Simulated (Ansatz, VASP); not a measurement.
One calculation of Ir, two programs

```
Ir
1.0
     2.73697    0.00000    0.00000
     0.00000    3.87066    0.00000
     0.00000    0.00000   14.57939
Ir
8
Direct
  0.50000 0.50000 0.17147
  0.00000 0.00000 0.26534
  0.50000 0.50000 0.35920
  0.00000 0.00000 0.45307
  0.50000 0.50000 0.54693
  0.00000 0.00000 0.64080
  0.50000 0.50000 0.73466
  0.00000 0.00000 0.82853
```

Alike in both runs: task single point; functional PBE; k mesh 13 × 9 × 1; occupations gaussian, width 0.1 eV; no spin polarisation.

```csv
,VASP,Ansatz
version,VASP 6.6.1,Ansatz 0.2.0
potentials or method,"VASP PAW PBE potentials, release 64 (Ir), cutoff 520 eV","scalar-relativistic, plane waves, PAW"
valence electrons in the cell,72,136
```

```tsv
	VASP	Ansatz	Ansatz less VASP
gap on the k mesh at the Fermi level (eV)	none	none	-
rms of the force components (eV/Å)	0.539	0.544	+0.0046
```

Atom by atom the forces differ by 0.010 eV/Å (rms over components). A gap of «none» marks a metal or a gap that the smearing closes. The functional is the same, so the differences come from potentials, cutoffs and numerics. VASP's potentials hold 72 valence electrons a cell and Ansatz's 136, so a difference there can come from the potentials and not from the codes.

Neither program's run includes spin-orbit coupling.
